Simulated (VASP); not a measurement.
Write the native input for VASP 6.6.1 that does the following.

* Task: single point
* Functional: PBE
* Potentials or basis: VASP PAW PBE potentials, release 64 (Si, I, S)
* Cutoff: 520 eV
* k mesh: 5 × 5 × 5
* Occupations: fermi-dirac, width 0.1 eV
* Spin: no spin polarisation
* Dipole correction: no
* Further INCAR settings: LREAL = Auto; ALGO = Normal; EDIFF = 1e-07; NBANDS = 57

The structure of Si3S4I lies in POSCAR:

```
Si3S4I
1.0
    7.1211590000      0.0000000000      0.0000000000
    0.0000000000      7.1211590000      0.0000000000
    0.0000000000      0.0000000000      7.2485660000
Si I S
6 2 8
Direct
    0.0000000000      0.5000000000      0.4281000000
    0.5000000000      0.0000000000      0.5719000000
    0.5000000000      0.0000000000      0.0719000000
    0.0000000000      0.5000000000      0.9281000000
    0.0000000000      0.0000000000      0.0000000000
    0.5000000000      0.5000000000      0.5000000000
    0.0000000000      0.0000000000      0.5000000000
    0.5000000000      0.5000000000      0.0000000000
    0.3140900000      0.3454700000      0.1660500000
    0.3454700000      0.6859100000      0.8339500000
    0.6859100000      0.6545300000      0.1660500000
    0.6545300000      0.3140900000      0.8339500000
    0.8140900000      0.1545300000      0.3339500000
    0.8454700000      0.8140900000      0.6660500000
    0.1859100000      0.8454700000      0.3339500000
    0.1545300000      0.1859100000      0.6660500000
```

These files were run (other wordings do the same):

INCAR

```
  PREC = Accurate
  ENCUT = 520
  EDIFF = 1E-7
  ISMEAR = -1
  SIGMA = 0.1
  LREAL = Auto
  LASPH = T
  NELM = 60
  ALGO = Normal
  ISIF = 2
  LWAVE = F
  LCHARG = F
  GGA = PE
  NBANDS = 57
```

KPOINTS

```
Automatic mesh
0
Gamma
  5 5 5
```

Potentials or basis: VASP PAW PBE potentials, release 64 (Si, I, S).

The run is started by

```sh
$ cat potpaw_PBE.64/Si/POTCAR potpaw_PBE.64/I/POTCAR potpaw_PBE.64/S/POTCAR > POTCAR
$ mpirun -np 1 vasp_std > vasp.out
```

Results of the run:

The pressure is 14.2 GPa, the largest force is 7.133 eV/Å and the band gap on the k mesh is zero (bands 43 and 44 overlap by 0.73 eV).

Caveat: the cell stands under pressure; spin-orbit coupling is left out, which moves the levels of the heavy elements; forces of over 1 eV/Å act on the atoms, so gaps and moduli don't describe the material at rest.

Wall time 8.9 min on 1 thread of Intel(R) Xeon(R) Platinum 8124M CPU @ 3.00GHz (Skylake/Cascade Lake) (shared host), peak memory 0.52 GiB.
